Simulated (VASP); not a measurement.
VSi47 (a cell with a defect), 48 atoms in the cell. The cell holds a defect, 48 atoms: a = 7.332 Å, b = 9.776 Å, c = 8.304 Å, α = 90.00°, β = 90.00°, γ = 120.00°. 

- Program: VASP 6.6.1
- Task: single point
- Functional: PBE
- Potentials or basis: VASP PAW PBE potentials, release 64 (V_sv, Si)
- Cutoff: 520 eV
- k mesh: 3 × 2 × 2
- Occupations: fermi-dirac, width 0.01 eV
- Spin: no spin polarisation
- Dipole correction: no
- Charge: 1
- Further INCAR settings: LREAL = Auto; ALGO = Normal; EDIFF = 1e-06; NBANDS = 130; NELECT = 200.0

Potentials or basis: VASP PAW PBE potentials, release 64 (V_sv, Si).

Command:

```bash
$ cat potpaw_PBE.64/V_sv/POTCAR potpaw_PBE.64/Si/POTCAR > POTCAR
$ mpirun -np 1 vasp_std > vasp.out
```

Hardware: 1 thread of Intel(R) Xeon(R) Platinum 8259CL CPU @ 2.50GHz (Skylake/Cascade Lake), with other jobs on the host.

Question: How long does it take, and how much memory?

Answer: Run time: 23 min on 1 thread of Intel(R) Xeon(R) Platinum 8259CL CPU @ 2.50GHz (Skylake/Cascade Lake), with other jobs on the host, peak memory 0.78 GiB. Counts: scf iterations 22, k points 8.
